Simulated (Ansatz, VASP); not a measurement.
## Two plane-wave programs on AlN

```xyz
4
Lattice="3.1110 0.0000 0.0000 -1.5555 2.6942 0.0000 0.0000 0.0000 4.9780" Properties=species:S:1:pos:R:3 pbc="T T T"
Al    0.0000    1.7961    0.0000
Al    1.5555    0.8981    2.4890
N     0.0000    1.1961    1.9165
N     1.5555    0.8981    4.4055
```

Alike in both runs: task single point; functional PBE; k mesh 12 × 12 × 6; occupations gaussian, width 0.05 eV; no spin polarisation.

```csv
,VASP,Ansatz
version,VASP 6.6.1,Ansatz 0.2.0
potentials or method,"VASP PAW PBE potentials, release 64 (Al, N), cutoff 520 eV","scalar-relativistic, plane waves, PAW"
valence electrons in the cell,16,16
```

Ansatz gave:

```
gap on the k mesh at the Fermi level (eV)                     : 2.82
least direct gap on the mesh (eV)                             : 2.82
pressure (GPa)                                                : 15.8
traceless stress, the component that is largest in VASP (GPa) : 27.99
rms of the force components (eV/Å)                            : 1.638
```

Question: Which values does VASP return?

Answer: gap on the k mesh at the Fermi level (eV): 2.83; least direct gap on the mesh (eV): 2.83; pressure (GPa): 15.7; traceless stress, the component that is largest in VASP (GPa): 28.21; rms of the force components (eV/Å): 1.651.

Atom by atom the forces differ by 0.013 eV/Å (rms over components).
